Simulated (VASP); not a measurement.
# Mg3Sb2 (P-3m1) in VASP: settings compared

The runs below take Mg3Sb2 through relaxation of the atoms, single point, with r2SCAN, HSE06.

Everything below comes from runs of VASP 6.6.1. Logs are shortened: lines on timing, memory, paths and dates and some standing lists are left out, and cuts for length are marked.

**1. The cell of the first run**

The structure is trigonal, space group P-3m1 (No. 164). The conventional cell has a = 4.632 Å, b = 4.632 Å, c = 7.340 Å, α = 90.00°, β = 90.00°, γ = 120.00°. Mg (site symmetry 3m) has 4 Sb at 2.86 to 2.97 Å and 6 Mg at 3.32 to 3.79 Å within 3.8 Å. Within 4.2 Å of Mg (site symmetry -3m) lie 6 Sb at 3.16 Å and 6 Mg at 3.79 Å. Within 3.8 Å of Sb (site symmetry 3m) lie 7 Mg at 2.86 to 3.16 Å.

**2. Relaxation of the atoms, r2SCAN**

POSCAR reads:

```
Mg3Sb2
1.0
    4.6316636900      0.0000000000      0.0000000000
   -2.3158318500      4.0111384200      0.0000000000
    0.0000000000      0.0000000000      7.3402382000
Mg Sb
3 2
Direct
    0.3333333300      0.6666666700      0.6335056500
    0.6666666700      0.3333333300      0.3664943500
    0.0000000000      0.0000000000      0.0000000000
    0.3333333300      0.6666666700      0.2286768400
    0.6666666700      0.3333333300      0.7713231600
```

INCAR.step1 reads:

```
SYSTEM = Mg3Sb2
ALGO = Normal ; EDIFF = 1E-5
EDIFFG = -0.01 ; ENCUT = 580
GGA = PE ; GGA_COMPAT = .False.
IBRION = 2 ; ISMEAR = -1
LASPH = .True. ; LCHARG = .False.
LREAL = .False. ; LWAVE = .True.
NELM = 120 ; NELMIN = 4
NSW = 100 ; PREC = Accurate
SIGMA = 0.02
```

INCAR.step2 reads:

```
SYSTEM = Mg3Sb2
ALGO = Normal ; EDIFF = 1E-7
EDIFFG = -0.01 ; ENCUT = 580
GGA_COMPAT = .False. ; IBRION = 2
ISIF = 2 ; ISMEAR = -1
ISTART = 1 ; LASPH = .True.
LCHARG = .False. ; LMIXTAU = .True.
LREAL = .False. ; LWAVE = .False.
METAGGA = R2SCAN ; NELM = 120
NELMIN = 4 ; NSW = 50
PREC = Accurate ; SIGMA = 0.02
```

KPOINTS reads:

```
k-points
0
Gamma
  6 6 4
  0 0 0
```

Potentials or basis: VASP PAW PBE potentials, release 64 (Mg, Sb).

Launch:

```
$ cat potpaw_PBE.64/Mg/POTCAR potpaw_PBE.64/Sb/POTCAR > POTCAR
$ cp INCAR.step1 INCAR
$ mpirun -np 1 vasp_std > vasp.out
$ cp INCAR.step2 INCAR
$ mpirun -np 1 vasp_std > vasp.out
```

OUTCAR:

```text
SYSTEM = Mg3Sb2
   EDIFF = 1E-7
   EDIFFG = -0.01
   ENCUT = 580
   IBRION = 2
   ISIF = 2
   ISMEAR = -1
   ISTART = 1
   LASPH = .True.
   LREAL = .False.
   METAGGA = R2SCAN
   NELM = 120
   NELMIN = 4
   NSW = 50
   PREC = Accurate

 ion  position               nearest neighbor table
   1  0.333  0.667  0.634-   5 2.86   5 2.86   5 2.86   4 2.97   2 3.32   2 3.32   2 3.32
   2  0.667  0.333  0.366-   4 2.86   4 2.86   4 2.86   5 2.97   1 3.32   1 3.32   1 3.32
   3  0.000  0.000  0.000-   4 3.16   5 3.16   5 3.16   4 3.16   5 3.16   4 3.16
   4  0.333  0.667  0.229-   2 2.86   2 2.86   2 2.86   1 2.97   3 3.16   3 3.16   3 3.16
   5  0.667  0.333  0.771-   1 2.86   1 2.86   1 2.86   2 2.97   3 3.16   3 3.16   3 3.16

  LATTYP: Found a hexagonal cell.
 ALAT       =     4.6316636900
 C/A-ratio  =     1.5847951603

  Lattice vectors:

 A1 = (   4.6316636900,   0.0000000000,   0.0000000000)
 A2 = (  -2.3158318500,   4.0111384200,   0.0000000000)
 A3 = (   0.0000000000,   0.0000000000,   7.3402382000)

Analysis of symmetry for initial positions (statically):
=====================================================================
 Subroutine PRICEL returns:
 Original cell was already a primitive cell.

 Routine SETGRP: Setting up the symmetry group for a
 hexagonal supercell.

 Subroutine GETGRP returns: Found 12 space group operations
 (whereof 12 operations were pure point group operations)
 out of a pool of 24 trial point group operations.

The static configuration has the point symmetry D_3d.

Analysis of symmetry for dynamics (positions and initial velocities):
=====================================================================
 Subroutine PRICEL returns:
 Original cell was already a primitive cell.

 Routine SETGRP: Setting up the symmetry group for a
 hexagonal supercell.

 Subroutine GETGRP returns: Found 12 space group operations
 (whereof 12 operations were pure point group operations)
 out of a pool of 24 trial point group operations.

The dynamic configuration has the point symmetry D_3d.

 Subroutine INISYM returns: Found 12 space group operations
 (whereof 12 operations are pure point group operations),
 and found     1 'primitive' translations

----------------------------------------------------------------------------------------

                                     Primitive cell

  volume of cell :     136.3687

  direct lattice vectors                    reciprocal lattice vectors
     4.631663690  0.000000000  0.000000000     0.215905141  0.124652891  0.000000000
[... 85 lines left out ...]
   ISPIN  =      1    spin polarized calculation?
   LNONCOLLINEAR =      F non collinear calculations
   LSORBIT =      F    spin-orbit coupling
   LASPH  =      T    aspherical Exc in radial PAW
   ENCUT  =  580.0 eV  42.63 Ry    6.53 a.u.   9.10  9.10 14.41*2*pi/ulx,y,z
   NELM   =    120;   NELMIN=  4; NELMDL=  0     # of ELM steps
   EDIFF  = 0.1E-06   stopping-criterion for ELM
   LREAL  =      F    real-space projection
   EDIFFG = -.1E-01   stopping-criterion for IOM
   NSW    =     50    number of steps for IOM
   IBRION =      2    ionic relax: 0-MD 1-quasi-New 2-CG
   NFREE  =      1    steps in history (QN), initial steepest desc. (CG)
   ISIF   =      2    stress and relaxation
   ISYM   =      2    0-nonsym 1-usesym 2-fastsym
   POTIM  = 0.5000    time-step for ionic-motion
   TEBEG  =    0.0;   TEEND  =   0.0 temperature during run
   PSTRESS=    0.0 pullay stress
   NELECT =      16.0000    total number of electrons
   NUPDOWN=      -1.0000    fix difference up-down
   EMIN   =  10.00;   EMAX   =-10.00  energy-range for DOS
   EFERMI =   0.00;   METHOD = LEGACY
   ISMEAR =    -1;   SIGMA  =   0.02  broadening in eV -4-tet -1-fermi 0-gaus
   EFERMI_NEDOS =   21; number of points for ismear=-14 and -15
   IALGO  =     38    algorithm
   IMIX   =      4    mixing-type and parameters
     AMIX     =   0.40;   BMIX     =  1.00
     AMIX_MAG =   1.60;   BMIX_MAG =  1.00
  volume/ion in A,a.u.               =      27.27       184.05
  Fermi-wavevector in a.u.,A,eV,Ry     =   0.801450  1.514521  8.739328  0.642322
  Thomas-Fermi vector in A             =   1.908940
   LORBIT       =      0    0 simple, 1 ext, 2 COOP (PROOUT), +10 PAW based schemes
   METAGGA = R2SCAN    functional components
   LHFCALC =     F    Hartree Fock is set to
   AEXX    =    0.0000 exact exchange contribution
   IVDW    =     0    specifies the selected vdW correction
   LEPSILON=     F    determine dielectric tensor
   LRPA    =     F    only Hartree local field effects (RPA)
 conjugate gradient relaxation of ions
 non-spin polarized calculation
  energy-cutoff  :      580.00
  volume of cell :      136.37
 maximum number of plane-waves:      4358
   NGX = 19   NGY = 19   NGZ = 29

--------------------------------------- Ionic step        1  -------------------------------------------

 number of electron      16.0000000 magnetization

 Free energy of the ion-electron system (eV)
  ---------------------------------------------------
  ext. energy  EPLUGINS =         0.00000000
  ---------------------------------------------------
  free energy    TOTEN  =       -66.22009021 eV

  energy without entropy =      -66.22009020  energy(sigma->0) =      -66.22009021

------------------------ aborting loop because EDIFF is reached ----------------------------------------

  FORCE on cell =-STRESS in cart. coord.  units (eV):
  Direction    XX          YY          ZZ          XY          YZ          ZX
  --------------------------------------------------------------------------------------
  -------------------------------------------------------------------------------------
  Total       -1.6120165     -1.6120165     -1.4756597      0.0000000      0.0000000     -0.0000000
  in kB      -18.9393582    -18.9393582    -17.3373201      0.0000000      0.0000000     -0.0000000
  external PRESSURE =     -18.4053455 kB  Pullay stress =       0.0000000 kB
[... 143 lines left out ...]
--------------------------------------- Ionic step        5  -------------------------------------------

 number of electron      16.0000000 magnetization

 Free energy of the ion-electron system (eV)
  ---------------------------------------------------
  ext. energy  EPLUGINS =         0.00000000
  ---------------------------------------------------
  free energy    TOTEN  =       -66.22139767 eV

  energy without entropy =      -66.22139766  energy(sigma->0) =      -66.22139767

 E-fermi :   4.3021     XC(G=0):  -9.0188

 val. band max:        4.0063770555   @ k =   0.0000   0.0000   0.0000
 cond. band min:       4.6123452669   @ k =   0.3333   0.3333   0.0000
 fundamental gap:      0.6059682114
 Fermi energy:         4.3020676113

 k-point     1 :       0.0000    0.0000    0.0000
  band No.  band energies     occupation
      1      -6.4549      2.00000
      2      -5.2425      2.00000
      3      -0.8282      2.00000
      4       2.9114      2.00000
      5       2.9114      2.00000
      6       3.6159      2.00000
      7       3.6159      2.00000
      8       4.0064      2.00000
      9       5.5756      0.00000
     10       5.7050      0.00000
     11       7.4103      0.00000
     12       7.4103      0.00000
[... 375 lines left out ...]
  FREE ENERGIE OF THE ION-ELECTRON SYSTEM (eV)
  ---------------------------------------------------
  free  energy   TOTEN  =       -66.2213976682 eV

  energy  without entropy=      -66.2213976647  energy(sigma->0) =      -66.22139767

 reached required accuracy - stopping structural energy minimisation
```

OUTCAR.step1:

```text
SYSTEM = Mg3Sb2
   EDIFF = 1E-5
   EDIFFG = -0.01
   ENCUT = 580
   GGA = PE
   IBRION = 2
   ISMEAR = -1
   LASPH = .True.
   LREAL = .False.
   NELM = 120
   NELMIN = 4
   NSW = 100
   PREC = Accurate
[... 410 lines left out ...]
  band No.  band energies     occupation
      1      -5.9588      2.00000
      2      -4.8026      2.00000
      3      -0.6096      2.00000
      4       3.1018      2.00000
      5       3.1018      2.00000
      6       3.7714      2.00000
      7       3.7714      2.00000
      8       4.1366      1.99183
      9       5.0331      0.00000
     10       5.2914      0.00000
     11       7.1707      0.00000
     12       7.1707      0.00000
[... 375 lines left out ...]
  FREE ENERGIE OF THE ION-ELECTRON SYSTEM (eV)
  ---------------------------------------------------
  free  energy   TOTEN  =       -14.6243019653 eV

  energy  without entropy=      -14.6242843690  energy(sigma->0) =      -14.62429317

 reached required accuracy - stopping structural energy minimisation
```

OSZICAR.step1:

```text
N       E                     dE             d eps       ncg     rms          rms(c)
DAV:   1     0.541608217128E+02    0.54161E+02   -0.55277E+03   576   0.110E+03
DAV:   2    -0.104740909406E+02   -0.64635E+02   -0.59468E+02   744   0.141E+02
DAV:   3    -0.151493932954E+02   -0.46753E+01   -0.44949E+01   772   0.392E+01
DAV:   4    -0.152421129468E+02   -0.92720E-01   -0.92603E-01   700   0.570E+00
[... 32 lines left out ...]
       N       E                     dE             d eps       ncg     rms          rms(c)
DAV:   1    -0.146242981137E+02   -0.26971E-04   -0.95273E-04   588   0.217E-01    0.738E-03
DAV:   2    -0.146243015945E+02   -0.34808E-05   -0.36128E-05   688   0.409E-02    0.318E-03
DAV:   3    -0.146243018173E+02   -0.22279E-06   -0.81366E-07   336   0.767E-03    0.173E-03
DAV:   4    -0.146243019653E+02   -0.14801E-06   -0.27241E-07   324   0.423E-03
   6 F= -.14624302E+02 E0= -.14624293E+02  d E =-.668416E-04
```

Wall time 4.5 min (1 thread of Intel Xeon 6975P-C (Granite Rapids), shared host); peak memory 0.32 GiB.

Results:

| Quantity | Value |
| --- | --- |
| Free energy | -66.2214 eV |
| Energy gained by relaxing | 0.3 meV/atom |
| Ionic steps | 5 |
| Pressure after relaxing | -1.8 GPa |
| Largest force after relaxing | 0.008 eV/Å |
| Band gap on the k mesh | 0.61 eV (least direct gap 1.57 eV) |

Forces in eV/Å, atoms in the order of the input:
```
Mg   0.000  0.000  0.008
Mg   0.000  0.000 -0.008
Mg   0.000  0.000  0.000
Sb   0.000  0.000  0.001
Sb   0.000  0.000 -0.001
```

The path:
```csv
step,energy change (eV),largest force (eV/Å),pressure (GPa)
1,0.0000,0.0886,-1.84
2,-0.0006,0.0625,-1.82
3,-0.0013,0.0115,-1.76
4,-0.0013,0.0113,-1.76
5,-0.0013,0.0083,-1.76
```

Final structure:
```
CELL_PARAMETERS angstrom
4.63166 0.00000 0.00000
-2.31583 4.01114 0.00000
0.00000 0.00000 7.34024
ATOMIC_POSITIONS crystal
Mg 0.33333 0.66667 0.63374
Mg 0.66667 0.33333 0.36626
Mg 0.00000 0.00000 0.00000
Sb 0.33333 0.66667 0.23063
Sb 0.66667 0.33333 0.76937
```

Caveat: semilocal functionals underestimate gaps, and a narrow one can read as zero; the PAW data sets were made with another functional, which shifts forces and pressure a little; spin-orbit coupling is left out, which moves the levels of the heavy elements. A k mesh can miss the band edges.

**3. Relaxation of the atoms, r2SCAN**

This run uses another cell than the first one, of 27.80 Å³/atom.

POSCAR: that of step 2 with these lines changed.

```diff
@@ -2,5 +2,5 @@
 1.0
-    4.6316636900      0.0000000000      0.0000000000
-   -2.3158318500      4.0111384200      0.0000000000
-    0.0000000000      0.0000000000      7.3402382000
+    4.6611655300      0.0000000000      0.0000000000
+   -2.3305827700      4.0366877600      0.0000000000
+    0.0000000000      0.0000000000      7.3869925700
 Mg Sb
```

INCAR.step1 reads:

```
SYSTEM = Mg3Sb2
  PREC = Accurate
  ENCUT = 580
  ISMEAR = -1
  SIGMA = 0.02
  LREAL = .False.
  LASPH = .True.
  NELM = 120
  GGA = PE
  ALGO = Normal
  EDIFF = 1E-5
  LWAVE = .True.
  LCHARG = .False.
  GGA_COMPAT = .False.
  IBRION = 2
  EDIFFG = -0.01
  NELMIN = 4
  NSW = 100
```

INCAR.step2 reads:

```
SYSTEM = Mg3Sb2
  PREC = Accurate
  ENCUT = 580
  EDIFF = 1E-7
  ISMEAR = -1
  SIGMA = 0.02
  LREAL = .False.
  LASPH = .True.
  NELM = 120
  ALGO = Normal
  ISIF = 2
  LWAVE = .False.
  LCHARG = .False.
  METAGGA = R2SCAN
  LMIXTAU = .True.
  IBRION = 2
  NSW = 50
  EDIFFG = -0.01
  ISTART = 1
  GGA_COMPAT = .False.
  NELMIN = 4
```

KPOINTS reads:

```
regular mesh
0
Gamma
  6 6 4
  0 0 0
```

Potentials or basis: VASP PAW PBE potentials, release 64 (Mg, Sb).

Launch:

```
$ cat potpaw_PBE.64/Mg/POTCAR potpaw_PBE.64/Sb/POTCAR > POTCAR
$ cp INCAR.step1 INCAR
$ mpirun -np 1 vasp_std > vasp.out
$ cp INCAR.step2 INCAR
$ mpirun -np 1 vasp_std > vasp.out
```

OUTCAR:

```text
SYSTEM = Mg3Sb2
   PREC = Accurate
   ENCUT = 580
   EDIFF = 1E-7
   ISMEAR = -1
   LREAL = .False.
   LASPH = .True.
   NELM = 120
   ISIF = 2
   METAGGA = R2SCAN
   IBRION = 2
   NSW = 50
   EDIFFG = -0.01
   ISTART = 1
   NELMIN = 4

 ion  position               nearest neighbor table
   1  0.333  0.667  0.634-   5 2.88   5 2.88   5 2.88   4 2.99   2 3.34   2 3.34   2 3.34
   2  0.667  0.333  0.366-   4 2.88   4 2.88   4 2.88   5 2.99   1 3.34   1 3.34   1 3.34
   3  0.000  0.000  0.000-   4 3.18   5 3.18   5 3.18   4 3.18   5 3.18   4 3.18
   4  0.333  0.667  0.229-   2 2.88   2 2.88   2 2.88   1 2.99   3 3.18   3 3.18   3 3.18
   5  0.667  0.333  0.771-   1 2.88   1 2.88   1 2.88   2 2.99   3 3.18   3 3.18   3 3.18

  LATTYP: Found a hexagonal cell.
 ALAT       =     4.6611655300
 C/A-ratio  =     1.5847951596

  Lattice vectors:

 A1 = (   4.6611655300,   0.0000000000,   0.0000000000)
 A2 = (  -2.3305827700,   4.0366877600,   0.0000000000)
 A3 = (   0.0000000000,   0.0000000000,   7.3869925700)

Analysis of symmetry for initial positions (statically):
=====================================================================
 Subroutine PRICEL returns:
 Original cell was already a primitive cell.

 Routine SETGRP: Setting up the symmetry group for a
 hexagonal supercell.

[... 165 lines left out ...]

 Free energy of the ion-electron system (eV)
  ---------------------------------------------------
  ext. energy  EPLUGINS =         0.00000000
  ---------------------------------------------------
  free energy    TOTEN  =       -66.18368176 eV

  energy without entropy =      -66.18368176  energy(sigma->0) =      -66.18368176

------------------------ aborting loop because EDIFF is reached ----------------------------------------

  FORCE on cell =-STRESS in cart. coord.  units (eV):
  Direction    XX          YY          ZZ          XY          YZ          ZX
  --------------------------------------------------------------------------------------
  -------------------------------------------------------------------------------------
  Total       -2.3127995     -2.3127995     -2.1238815      0.0000000      0.0000000      0.0000000
  in kB      -26.6600655    -26.6600655    -24.4823736      0.0000000      0.0000000      0.0000000
  external PRESSURE =     -25.9341682 kB  Pullay stress =       0.0000000 kB
[... 182 lines left out ...]
--------------------------------------- Ionic step        6  -------------------------------------------

 number of electron      16.0000000 magnetization

 Free energy of the ion-electron system (eV)
  ---------------------------------------------------
  ext. energy  EPLUGINS =         0.00000000
  ---------------------------------------------------
  free energy    TOTEN  =       -66.18672647 eV

  energy without entropy =      -66.18672647  energy(sigma->0) =      -66.18672647

 E-fermi :   4.1511     XC(G=0):  -8.9453

 val. band max:        3.8484055407   @ k =   0.0000   0.0000   0.0000
 cond. band min:       4.4709363316   @ k =   0.3333   0.3333   0.0000
 fundamental gap:      0.6225307909
 Fermi energy:         4.1511002616

 k-point     1 :       0.0000    0.0000    0.0000
  band No.  band energies     occupation
      1      -6.5109      2.00000
      2      -5.3427      2.00000
      3      -0.8917      2.00000
      4       2.7789      2.00000
      5       2.7789      2.00000
      6       3.4681      2.00000
      7       3.4681      2.00000
      8       3.8484      2.00000
      9       5.3185      0.00000
     10       5.5122      0.00000
     11       7.2444      0.00000
     12       7.2444      0.00000
[... 375 lines left out ...]
  FREE ENERGIE OF THE ION-ELECTRON SYSTEM (eV)
  ---------------------------------------------------
  free  energy   TOTEN  =       -66.1867264687 eV

  energy  without entropy=      -66.1867264662  energy(sigma->0) =      -66.18672647

 reached required accuracy - stopping structural energy minimisation
```

OSZICAR.step1:

```text
N       E                     dE             d eps       ncg     rms          rms(c)
DAV:   1     0.509142031796E+02    0.50914E+02   -0.55095E+03   576   0.109E+03
DAV:   2    -0.105676501266E+02   -0.61482E+02   -0.57634E+02   708   0.142E+02
DAV:   3    -0.151415307190E+02   -0.45739E+01   -0.43511E+01   752   0.390E+01
DAV:   4    -0.152344466104E+02   -0.92916E-01   -0.92778E-01   688   0.593E+00
[... 15 lines left out ...]
       N       E                     dE             d eps       ncg     rms          rms(c)
DAV:   1    -0.146026016695E+02   -0.11954E-03   -0.72627E-03   604   0.568E-01    0.152E-02
DAV:   2    -0.146026260071E+02   -0.24338E-04   -0.35432E-04   660   0.115E-01    0.560E-03
DAV:   3    -0.146026242019E+02    0.18052E-05   -0.85393E-06   436   0.216E-02    0.272E-03
DAV:   4    -0.146026242955E+02   -0.93554E-07   -0.22174E-06   316   0.110E-02
   3 F= -.14602624E+02 E0= -.14602613E+02  d E =-.224837E-03
```

It took 7.3 min on 1 thread of Intel Xeon Platinum 8559C (Emerald Rapids), shared host; peak memory 0.35 GiB.

Results:

```
Free energy                  : -66.1867 eV
Energy gained by relaxing    : 0.6 meV/atom
Ionic steps                  : 6
Pressure after relaxing      : -2.5 GPa
Largest force after relaxing : 0.005 eV/Å
Band gap on the k mesh       : 0.62 eV (least direct gap 1.47 eV)
```

Forces in eV/Å, atoms in the order of the input:
```
Mg   0.000  0.000  0.005
Mg   0.000  0.000 -0.005
Mg   0.000  0.000  0.000
Sb   0.000  0.000  0.001
Sb   0.000  0.000 -0.001
```

The path:
```tsv
step	energy change (eV)	largest force (eV/Å)	pressure (GPa)
1	0.0000	0.1313	-2.59
2	-0.0014	0.0946	-2.56
3	-0.0030	0.0159	-2.47
4	-0.0030	0.0157	-2.47
5	-0.0030	0.0116	-2.47
6	-0.0030	0.0053	-2.47
```

Final structure:
```xyz
5
Lattice="4.6612 0.0000 0.0000 -2.3306 4.0367 0.0000 0.0000 0.0000 7.3870" Properties=species:S:1:pos:R:3 pbc="T T T"
Mg    0.0000    2.6911    4.6840
Mg    2.3306    1.3456    2.7030
Mg    0.0000    0.0000    0.0000
Sb    0.0000    2.6911    1.7117
Sb    2.3306    1.3456    5.6753
```

Levels at points of the mesh, in eV from the valence-band top:
```tsv
k point	band 4	band 5	band 6	band 7	band 8	band 9	band 10	band 11	band 12
(0.00, 0.00, 0.00)	-1.07	-1.07	-0.38	-0.38	0.00	1.47	1.66	3.40	3.40
(0.50, 0.00, 0.00)	-3.66	-3.09	-2.22	-2.05	-0.89	0.81	2.34	2.47	3.19
(0.00, 0.00, 0.50)	-2.84	-0.80	-0.80	-0.67	-0.67	2.20	2.26	3.06	3.06
(0.50, 0.00, 0.50)	-4.44	-1.74	-1.64	-1.60	-1.44	0.77	1.74	2.12	2.70
```

Caveat: semilocal functionals underestimate gaps, and a narrow one can read as zero; the PAW data sets were made with another functional, which shifts forces and pressure a little; spin-orbit coupling is left out, which moves the levels of the heavy elements.

[end of part 1 of 2]
